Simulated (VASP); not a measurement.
# AlGa3N4 (R3m) in VASP: a series of runs

The runs below take AlGa3N4 through single point, with LDA.

Everything below comes from runs of VASP 6.6.1. Logs are shortened: lines on timing, memory, paths and dates and some standing lists are left out, and cuts for length are marked.

## 1. The cell of the first run

Symmetry: R3m, No. 160, trigonal system. The conventional cell has a = 5.901 Å, b = 5.901 Å, c = 8.284 Å, α = 90.00°, β = 90.00°, γ = 120.00°. Al (site symmetry 3m) has 4 N at 1.80 to 2.03 Å within 2.4 Å. Ga (site symmetry m) has 4 N at 1.85 to 2.08 Å within 2.5 Å. N (site symmetry m) has 1 Al at 1.80 Å and 3 Ga at 1.85 to 2.08 Å within 2.4 Å. Within 2.5 Å of N (site symmetry 3m) lie 3 Ga at 1.85 Å and 1 Al at 2.03 Å.

## 2. Single point, LDA (10.41 Å³/atom)

INCAR

```
ALGO = Normal
EDIFF = 1E-6
ENCUT = 520
ISIF = 2
ISMEAR = 0
LASPH = True
LCHARG = True
LELF = True
LREAL = False
LVHAR = True
LWAVE = False
NBANDS = 41
NELM = 60
PREC = Accurate
SIGMA = 0.05
```

KPOINTS

```
k-points
0
Gamma
  6 6 6
```

POSCAR

```
AlGa3N4
1.0
    4.3761464030      0.2033540792      0.2033540792
    0.2033540792      4.3761464030      0.2033540792
    0.2033540792      0.2033540792      4.3761464030
Al Ga N
1 3 4
Direct
    0.0000000000      0.0000000000      0.0000000000
    0.5000000000      0.5000000000      0.0000000000
    0.5000000000      0.0000000000      0.5000000000
    0.0000000000      0.5000000000      0.5000000000
    0.7548078379      0.7548078379      0.2451921621
    0.7548078379      0.2451921621      0.7548078379
    0.2451921621      0.7548078379      0.7548078379
    0.2451921621      0.2451921621      0.2451921621
```

Potentials or basis: VASP PAW LDA potentials, release 64 (Al, Ga_d, N).

On the command line:

```console
> cat potpaw_LDA.64/Al/POTCAR potpaw_LDA.64/Ga_d/POTCAR potpaw_LDA.64/N/POTCAR > POTCAR
> mpirun -np 1 vasp_std > vasp.out
```

OUTCAR:

```text
EDIFF = 1E-6
   ENCUT = 520
   ISIF = 2
   ISMEAR = 0
   LASPH = True
   LREAL = False
   NELM = 60
   PREC = Accurate

 ion  position               nearest neighbor table
   1  0.000  0.000  0.000-   5 1.80   6 1.80   7 1.80   8 2.03   3 2.95   4 2.95   2 2.95   4 2.95
                             2 2.95   3 2.95
   2  0.500  0.500  0.000-   6 1.85   7 1.85   8 1.85   5 2.08   1 2.95   1 2.95
   3  0.500  0.000  0.500-   5 1.85   7 1.85   8 1.85   6 2.08   1 2.95   1 2.95
   4  0.000  0.500  0.500-   5 1.85   6 1.85   8 1.85   7 2.08   1 2.95   1 2.95
   5  0.755  0.755  0.245-   1 1.80   3 1.85   4 1.85   2 2.08
   6  0.755  0.245  0.755-   1 1.80   2 1.85   4 1.85   3 2.08
   7  0.245  0.755  0.755-   1 1.80   2 1.85   3 1.85   4 2.08
   8  0.245  0.245  0.245-   2 1.85   3 1.85   4 1.85   1 2.03

  LATTYP: Found a trigonal (rhomboedric) cell.
 ALAT       =     4.3855858336
 COS(alpha) =     0.0946879293

  Lattice vectors:

 A1 = (   4.3761464030,   0.2033540792,   0.2033540792)
 A2 = (   0.2033540792,   4.3761464030,   0.2033540792)
 A3 = (   0.2033540792,   0.2033540792,   4.3761464030)

Analysis of symmetry for initial positions (statically):
=====================================================================
 Subroutine PRICEL returns:
 Original cell was already a primitive cell.

 Routine SETGRP: Setting up the symmetry group for a
 trigonal (rhombohedral) supercell.

 Subroutine GETGRP returns: Found  6 space group operations
 (whereof  6 operations were pure point group operations)
 out of a pool of 12 trial point group operations.

The static configuration has the point symmetry C_3v.

Analysis of symmetry for dynamics (positions and initial velocities):
=====================================================================
 Subroutine PRICEL returns:
 Original cell was already a primitive cell.

 Routine SETGRP: Setting up the symmetry group for a
 trigonal (rhombohedral) supercell.

 Subroutine GETGRP returns: Found  6 space group operations
 (whereof  6 operations were pure point group operations)
 out of a pool of 12 trial point group operations.

The dynamic configuration has the point symmetry C_3v.

 Subroutine INISYM returns: Found  6 space group operations
 (whereof  6 operations are pure point group operations),
 and found     1 'primitive' translations

----------------------------------------------------------------------------------------

                                     Primitive cell

  volume of cell :      83.2800

  direct lattice vectors                    reciprocal lattice vectors
     4.376146403  0.203354079  0.203354079     0.229458507 -0.010189173 -0.010189173
     0.203354079  4.376146403  0.203354079    -0.010189173  0.229458507 -0.010189173
     0.203354079  0.203354079  4.376146403    -0.010189173 -0.010189173  0.229458507

  length of vectors
     4.385585834  4.385585834  4.385585834     0.229910515  0.229910515  0.229910515

  position of ions in fractional coordinates (direct lattice)
     0.000000000  0.000000000  0.000000000
     0.500000000  0.500000000  1.000000000
     0.500000000  1.000000000  0.500000000
     1.000000000  0.500000000  0.500000000
     0.754807838  0.754807838  0.245192162
     0.754807838  0.245192162  0.754807838
     0.245192162  0.754807838  0.754807838
     0.245192162  0.245192162  0.245192162

  ion indices of the primitive-cell ions
   primitive index   ion index
                 1           1
                 2           2
                 3           3
                 4           4
                 5           5
                 6           6
                 7           7
                 8           8

----------------------------------------------------------------------------------------

 KPOINTS: k-points

Automatic generation of k-mesh.
 Grid dimensions read from file:
 generate k-points for:    6    6    6

 Generating k-lattice:

  Cartesian coordinates                     Fractional coordinates (reciprocal lattice)
     0.038243084 -0.001698196 -0.001698196     0.166666667  0.000000000  0.000000000
    -0.001698196  0.038243084 -0.001698196     0.000000000  0.166666667  0.000000000
    -0.001698196 -0.001698196  0.038243084     0.000000000  0.000000000  0.166666667

  Length of vectors
     0.038318419  0.038318419  0.038318419

  Shift w.r.t. Gamma in fractional coordinates (k-lattice)
     0.000000000  0.000000000  0.000000000

 Subroutine IBZKPT returns following result:
 ===========================================

 Found     32 irreducible k-points:

 Following reciprocal coordinates:
            Coordinates               Weight
  0.000000  0.000000  0.000000      1.000000
  0.166667  0.000000  0.000000      6.000000
  0.333333 -0.000000 -0.000000      6.000000
  0.500000 -0.000000 -0.000000      3.000000
  0.166667  0.166667 -0.000000      6.000000
  0.333333  0.166667 -0.000000     12.000000
[... 16 lines left out ...]
  0.500000  0.500000  0.166667      6.000000
 -0.333333  0.500000  0.166667     12.000000
 [... further k-points ...]
   k-points           NKPTS =     32   k-points in BZ     NKDIM =     32   number of bands    NBANDS=     41
   number of dos      NEDOS =    301   number of ions     NIONS =      8
   total plane-waves  NPLWV =  46656
   dimension x,y,z NGX =    36 NGY =   36 NGZ =   36
   dimension x,y,z NGXF=    72 NGYF=   72 NGZF=   72
   ions per type =               1   3   4
   NGX,Y,Z   is equivalent  to a cutoff of  13.65, 13.65, 13.65 a.u.
   NGXF,Y,Z  is equivalent  to a cutoff of  27.29, 27.29, 27.29 a.u.
 SYSTEM =  unknown system
   PREC   = accura    normal or accurate (medium, high low for compatibility)
   ISTART =      0    job   : 0-new  1-cont  2-samecut
   ICHARG =      2    charge: 1-file 2-atom 10-const
   ISPIN  =      1    spin polarized calculation?
   LNONCOLLINEAR =      F non collinear calculations
   LSORBIT =      F    spin-orbit coupling
   LASPH  =      T    aspherical Exc in radial PAW
   ENCUT  =  520.0 eV  38.22 Ry    6.18 a.u.   8.15  8.15  8.15*2*pi/ulx,y,z
   NELM   =     60;   NELMIN=  2; NELMDL= -5     # of ELM steps
   EDIFF  = 0.1E-05   stopping-criterion for ELM
   LREAL  =      F    real-space projection
   EDIFFG = 0.1E-04   stopping-criterion for IOM
   NSW    =      0    number of steps for IOM
   IBRION =     -1    ionic relax: 0-MD 1-quasi-New 2-CG
   NFREE  =      0    steps in history (QN), initial steepest desc. (CG)
   ISIF   =      2    stress and relaxation
   ISYM   =      2    0-nonsym 1-usesym 2-fastsym
   POTIM  = 0.5000    time-step for ionic-motion
   TEBEG  =    0.0;   TEEND  =   0.0 temperature during run
   PSTRESS=    0.0 pullay stress
   NELECT =      62.0000    total number of electrons
   NUPDOWN=      -1.0000    fix difference up-down
   EMIN   =  10.00;   EMAX   =-10.00  energy-range for DOS
   EFERMI =   0.00;   METHOD = LEGACY
   ISMEAR =     0;   SIGMA  =   0.05  broadening in eV -4-tet -1-fermi 0-gaus
   EFERMI_NEDOS =   21; number of points for ismear=-14 and -15
   IALGO  =     38    algorithm
   IMIX   =      4    mixing-type and parameters
     AMIX     =   0.40;   BMIX     =  1.00
     AMIX_MAG =   1.60;   BMIX_MAG =  1.00
  volume/ion in A,a.u.               =      10.41        70.25
  Fermi-wavevector in a.u.,A,eV,Ry     =   1.483742  2.803866 29.953108  2.201491
  Thomas-Fermi vector in A             =   2.597366
   LORBIT       =      0    0 simple, 1 ext, 2 COOP (PROOUT), +10 PAW based schemes
   GGA     = CA    functional components
   LHFCALC =     F    Hartree Fock is set to
   AEXX    =    0.0000 exact exchange contribution
   IVDW    =     0    specifies the selected vdW correction
   LEPSILON=     F    determine dielectric tensor
   LRPA    =     F    only Hartree local field effects (RPA)
 non-spin polarized calculation
 Gauss-broadening in eV      SIGMA  =   0.05
  energy-cutoff  :      520.00
  volume of cell :       83.28
 maximum number of plane-waves:      2252
 NGX is ok and might be reduce to    36
   NGX = 17   NGY = 17   NGZ = 17

 number of electron      62.0000029 magnetization

 Free energy of the ion-electron system (eV)
  ---------------------------------------------------
  ext. energy  EPLUGINS =         0.00000000
  ---------------------------------------------------
  free energy    TOTEN  =       -56.62529487 eV

  energy without entropy =      -56.62529487  energy(sigma->0) =      -56.62529487

 E-fermi :   6.4288     XC(G=0): -12.2850

 val. band max:        6.2121516491   @ k =   0.0000   0.0000   0.0000
 cond. band min:       8.1574168226   @ k =   0.0000   0.0000   0.0000
 fundamental gap:      1.9452651735
 Fermi energy:         6.4287797912

 k-point     1 :       0.0000    0.0000    0.0000
  band No.  band energies     occupation
      1     -10.2760      2.00000
      2      -8.9467      2.00000
      3      -8.7606      2.00000
      4      -8.7606      2.00000
      5      -7.4486      2.00000
      6      -7.4097      2.00000
[... 33 lines left out ...]
     40      17.7358      0.00000
     41      17.7619      0.00000

 k-point     2 :       0.1667    0.0000    0.0000
  band No.  band energies     occupation
      1     -10.1507      2.00000
      2      -8.9612      2.00000
      3      -8.7894      2.00000
      4      -8.7610      2.00000
      5      -7.4354      2.00000
      6      -7.4040      2.00000
[... 33 lines left out ...]
     40      17.5135      0.00000
     41      17.6337      0.00000

 k-point     3 :       0.3333   -0.0000   -0.0000
  band No.  band energies     occupation
      1      -9.8131      2.00000
      2      -9.0587      2.00000
      3      -8.8529      2.00000
      4      -8.7619      2.00000
      5      -7.4094      2.00000
      6      -7.3868      2.00000
[... 33 lines left out ...]
     40      17.0584      0.00000
     41      17.0993      0.00000

 k-point     4 :       0.5000   -0.0000   -0.0000
  band No.  band energies     occupation
      1      -9.4538      2.00000
      2      -9.3007      2.00000
      3      -8.8752      2.00000
      4      -8.7624      2.00000
      5      -7.3814      2.00000
      6      -7.3636      2.00000
[... 825 lines left out ...]
     40      16.7055      0.00000
     41      16.9214      0.00000

 k-point    23 :       0.5000    0.5000    0.1667
  band No.  band energies     occupation
      1      -9.2268      2.00000
      2      -9.1444      2.00000
      3      -8.9134      2.00000
      4      -8.8959      2.00000
      5      -7.4085      2.00000
      6      -7.3853      2.00000
[... 33 lines left out ...]
     40      16.2604      0.00000
     41      16.3059      0.00000

 k-point    24 :      -0.3333    0.5000    0.1667
  band No.  band energies     occupation
      1      -9.2626      2.00000
      2      -9.1077      2.00000
      3      -8.9611      2.00000
      4      -8.8570      2.00000
      5      -7.4059      2.00000
      6      -7.3811      2.00000
[... 33 lines left out ...]
     40      16.3389      0.00000
     41      16.6240      0.00000

 [... further k-points ...]
[... 5 lines left out ...]
  --------------------------------------------------------------------------------------
  -------------------------------------------------------------------------------------
  Total        8.1617931      8.1617931      8.1617931    -10.2232972    -10.2232972    -10.2232972
  in kB      157.0201716    157.0201716    157.0201716   -196.6802960   -196.6802960   -196.6802960
  external PRESSURE =     157.0201716 kB  Pullay stress =       0.0000000 kB

 VOLUME and BASIS-vectors are now :
 -----------------------------------------------------------------------------
  energy-cutoff  :      520.00
  volume of cell :       83.28
      direct lattice vectors                 reciprocal lattice vectors
     4.376146403  0.203354079  0.203354079     0.229458507 -0.010189173 -0.010189173
     0.203354079  4.376146403  0.203354079    -0.010189173  0.229458507 -0.010189173
     0.203354079  0.203354079  4.376146403    -0.010189173 -0.010189173  0.229458507

 POSITION                                       TOTAL-FORCE (eV/Angst)
 -----------------------------------------------------------------------------------
      0.00000      0.00000      0.00000         0.640522      0.640522      0.640522
      2.28975      2.28975      0.20335         0.652954      0.652954      0.660222
      2.28975      0.20335      2.28975         0.652954      0.660222      0.652954
      0.20335      2.28975      2.28975         0.660222      0.652954      0.652954
      3.50650      3.50650      1.37998        -0.598266     -0.598266     -0.632276
      3.50650      1.37998      3.50650        -0.598266     -0.632276     -0.598266
      1.37998      3.50650      3.50650        -0.632276     -0.598266     -0.598266
      1.17272      1.17272      1.17272        -0.777844     -0.777844     -0.777844
 -----------------------------------------------------------------------------------
    total drift:                                0.000910      0.000910      0.000909

  FREE ENERGIE OF THE ION-ELECTRON SYSTEM (eV)
  ---------------------------------------------------
  free  energy   TOTEN  =       -56.6252948697 eV

  energy  without entropy=      -56.6252948697  energy(sigma->0) =      -56.62529487
```

Run time: 50 s. Hardware: 1 thread of AMD EPYC 9R45 (Zen 5), shared host; peak memory 0.19 GiB.

What came out:

| Quantity | Value |
| --- | --- |
| Free energy | -56.6253 eV |
| Pressure | 15.7 GPa |
| Largest force | 1.347 eV/Å |
| Band gap on the k mesh | 1.95 eV |

Forces on the atoms (eV/Å):
```
Al   0.641  0.641  0.641
Ga   0.653  0.653  0.660
Ga   0.653  0.660  0.653
Ga   0.660  0.653  0.653
N   -0.598 -0.598 -0.632
N   -0.598 -0.632 -0.598
N   -0.632 -0.598 -0.598
N   -0.778 -0.778 -0.778
```

Stress tensor (GPa, compression positive):
```
 15.70 -19.67 -19.67
-19.67  15.70 -19.67
-19.67 -19.67  15.70
```

Caveat: the cell stands under pressure; forces of over 1 eV/Å act on the atoms, so gaps and moduli don't describe the material at rest.

## 3. Single point, LDA (10.41 Å³/atom)

INCAR

```
SYSTEM = AlGa3N4
PREC = Accurate ; ENCUT = 520
EDIFF = 1E-6 ; ISMEAR = 0
SIGMA = 0.05 ; LREAL = .FALSE.
LASPH = .TRUE. ; NELM = 80
ALGO = Normal ; ISIF = 2
LWAVE = .FALSE. ; LCHARG = .FALSE.
NBANDS = 41
```

KPOINTS

```
Automatic mesh
0
G
  6 6 6
  0 0 0
```

POSCAR: that of step 2 with these lines changed.

```diff
@@ -2,5 +2,5 @@
 1.0
-    4.3761464030      0.2033540792      0.2033540792
-    0.2033540792      4.3761464030      0.2033540792
-    0.2033540792      0.2033540792      4.3761464030
+    4.3758794565     -0.1943887407     -0.1943887407
+   -0.1943887407      4.3758794565     -0.1943887407
+   -0.1943887407     -0.1943887407      4.3758794565
 Al Ga N
```

Potentials or basis: VASP PAW LDA potentials, release 64 (Al, Ga_d, N).

On the command line:

```console
> cat potpaw_LDA.64/Al/POTCAR potpaw_LDA.64/Ga_d/POTCAR potpaw_LDA.64/N/POTCAR > POTCAR
> mpirun -np 1 vasp_std > vasp.out
```

OUTCAR:

```text
SYSTEM = AlGa3N4
   PREC = Accurate
   ENCUT = 520
   EDIFF = 1E-6
   ISMEAR = 0
   LREAL = .FALSE.
   LASPH = .TRUE.
   NELM = 80
   ISIF = 2

 ion  position               nearest neighbor table
   1  0.000  0.000  0.000-   8 1.69   6 1.91   7 1.91   5 1.91   3 2.96   4 2.96   2 2.96   4 2.96
                             3 2.96   2 2.96
   2  0.500  0.500  0.000-   5 1.74   8 1.96   7 1.97   6 1.97   1 2.96   1 2.96
   3  0.500  0.000  0.500-   6 1.74   8 1.96   7 1.97   5 1.97   1 2.96   1 2.96
   4  0.000  0.500  0.500-   7 1.74   8 1.96   5 1.97   6 1.97   1 2.96   1 2.96
   5  0.755  0.755  0.245-   2 1.74   1 1.91   3 1.97   4 1.97
   6  0.755  0.245  0.755-   3 1.74   1 1.91   2 1.97   4 1.97
   7  0.245  0.755  0.755-   4 1.74   1 1.91   3 1.97   2 1.97
   8  0.245  0.245  0.245-   1 1.69   2 1.96   3 1.96   4 1.96
[... 1271 lines left out ...]
  external PRESSURE =     168.3830256 kB  Pullay stress =       0.0000000 kB

 VOLUME and BASIS-vectors are now :
 -----------------------------------------------------------------------------
  energy-cutoff  :      520.00
  volume of cell :       83.28
      direct lattice vectors                 reciprocal lattice vectors
     4.375879456 -0.194388741 -0.194388741     0.229473271  0.010667732  0.010667732
    -0.194388741  4.375879456 -0.194388741     0.010667732  0.229473271  0.010667732
    -0.194388741 -0.194388741  4.375879456     0.010667732  0.010667732  0.229473271

 POSITION                                       TOTAL-FORCE (eV/Angst)
 -----------------------------------------------------------------------------------
      0.00000      0.00000      0.00000        -1.747668     -1.747668     -1.747668
      2.09075      2.09075     -0.19439        -1.828967     -1.828967     -1.675449
      2.09075     -0.19439      2.09075        -1.828967     -1.675449     -1.828967
     -0.19439      2.09075      2.09075        -1.675449     -1.828967     -1.828967
      3.10856      3.10856      0.77948         1.823692      1.823692      1.613801
      3.10856      0.77948      3.10856         1.823692      1.613801      1.823692
      0.77948      3.10856      3.10856         1.613801      1.823692      1.823692
      0.97761      0.97761      0.97761         1.819865      1.819865      1.819865
 -----------------------------------------------------------------------------------
    total drift:                               -0.000763     -0.000763     -0.000763

  FREE ENERGIE OF THE ION-ELECTRON SYSTEM (eV)
  ---------------------------------------------------
  free  energy   TOTEN  =       -56.3596571491 eV

  energy  without entropy=      -56.3596571491  energy(sigma->0) =      -56.35965715
```

stdout:

```text
POSCAR found type information on POSCAR AlGaN
 POSCAR found :  3 types and       8 ions
 scaLAPACK will be used
 LDA part: xc-table for (Slater(with rela. corr.)+CA(PZ))
 , standard interpolation
 POSCAR, INCAR and KPOINTS ok, starting setup
 FFT: planning ... GRIDC
 FFT: planning ... GRID_SOFT
 FFT: planning ... GRID
 WAVECAR not read
 entering main loop
```

Run time: 48 s. Hardware: 1 thread of AMD EPYC 9R45 (Zen 5), shared host; peak memory 0.19 GiB.

Results:

| Quantity | Value |
| --- | --- |
| Free energy | -56.3597 eV |
| Pressure | 16.8 GPa |
| Largest force | 3.152 eV/Å |
| Band gap on the k mesh | 2.22 eV |

Forces on the atoms (eV/Å):
```
Al  -1.748 -1.748 -1.748
Ga  -1.829 -1.829 -1.675
Ga  -1.829 -1.675 -1.829
Ga  -1.675 -1.829 -1.829
N    1.824  1.824  1.614
N    1.824  1.614  1.824
N    1.614  1.824  1.824
N    1.820  1.820  1.820
```

Levels at points of the mesh, in eV from the valence-band top:
```
           k point  band 29  band 30  band 31  band 32  band 33  band 34
(0.00, 0.00, 0.00)    -0.42    -0.42     0.00     2.22     2.87     2.87
(0.50, 0.00, 0.00)    -2.01    -1.41    -1.09     4.58     4.65     5.71
(0.50, 0.50, 0.00)    -1.45    -0.97    -0.73     6.08     6.32     6.74
(0.50, 0.50, 0.50)    -0.77    -0.72    -0.72     4.21     5.34     5.34
```

Caveat: the cell stands under pressure; forces of over 1 eV/Å act on the atoms, so gaps and moduli don't describe the material at rest.

[end of part 1 of 2]
